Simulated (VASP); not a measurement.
## AlGaN2: single point with LDA

The system is AlGaN2.

```
Al Ga N
1.0
     3.01787    0.00000    0.00000
     0.00000    3.01787    0.00000
     0.00000    0.00000    4.67195
Al Ga N
1 1 2
Cartesian
  1.5089 1.5089 2.3360
  0.0000 0.0000 0.0000
  1.5089 0.0000 3.4575
  0.0000 1.5089 1.2145
```

This cell differs from its parent crystal: ratio of the length along z to the lengths across it x 1.1, volume and fractional coordinates fixed.

- Program: VASP 6.6.1
- Task: single point
- Functional: LDA
- Potentials or basis: VASP PAW LDA potentials, release 64 (Al, Ga_d, N)
- Cutoff: 520 eV
- k mesh: 8 × 8 × 6
- Occupations: gaussian, width 0.05 eV
- Spin: no spin polarisation
- Dipole correction: no
- Further INCAR settings: ALGO = Normal; EDIFF = 1e-07; NBANDS = 21

```
Pressure               : 0.4 GPa
Largest force          : 0.119 eV/Å
Band gap on the k mesh : 2.86 eV, direct
```

Forces on the atoms (eV/Å):
```
Al   0.000  0.000  0.000
Ga   0.000  0.000  0.000
N    0.000  0.000  0.119
N    0.000  0.000 -0.119
```

Stress tensor (GPa, compression positive):
```
  5.63   0.00   0.00
  0.00   5.63   0.00
  0.00   0.00 -10.22
```

Levels at points of the mesh, in eV from the valence-band top:
```csv
k point,band 11,band 12,band 13,band 14,band 15,band 16
"(0.00, 0.00, 0.00)",-0.69,0.00,0.00,2.86,3.74,8.45
"(0.50, 0.00, 0.00)",-3.56,-0.75,-0.43,7.11,7.14,8.61
"(0.50, 0.50, 0.00)",-2.74,-2.74,-2.69,2.93,2.93,5.60
"(0.00, 0.00, 0.50)",-1.40,-0.83,-0.83,5.07,5.16,7.70
"(0.50, 0.00, 0.50)",-1.28,-0.74,-0.35,4.84,6.14,9.12
"(0.50, 0.50, 0.50)",-3.48,-3.48,-3.46,5.48,5.48,8.54
```

It took 26 s on 1 thread of AMD EPYC 9R45 96-Core Processor (Zen 5), with other jobs on the host, peak memory 0.14 GiB.

 A k mesh can miss the band edges.
